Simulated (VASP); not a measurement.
The system is SrO.

```
Sr O
1.0
     3.15075    0.04789    0.04789
     0.04789    3.15075    0.04789
     0.04789    0.04789    3.15075
Sr O
1 1
Direct
  0.00000 0.00000 0.00000
  0.50000 0.50000 0.50000
```

This cell differs from its parent crystal: strain along [111] +4.6%.

Base run:

* Program: VASP 6.6.1
* Functional: PBE
* Potentials or basis: VASP PAW PBE potentials, release 64 (Sr_sv, O)
* Cutoff: 520 eV
* k mesh: 8 × 8 × 8
* Occupations: fermi-dirac, width 0.02 eV
* Spin: no spin polarisation

Its results: band gap on the k mesh 2.78 eV, indirect (least direct gap 2.86 eV); pressure -0.5 GPa.

Task: The run is repeated on the same cell with these changes: functional from PBE to r2SCAN; occupations from fermi-dirac, width 0.02 eV to gaussian, width 0.01 eV. What comes out?

Result: Band gap on the k mesh 3.26 eV, indirect (least direct gap 3.34 eV); pressure -3.3 GPa.

Caveats: the PAW data sets were made with another functional, which shifts forces and pressure a little (some runs).

A k mesh can miss the band edges.
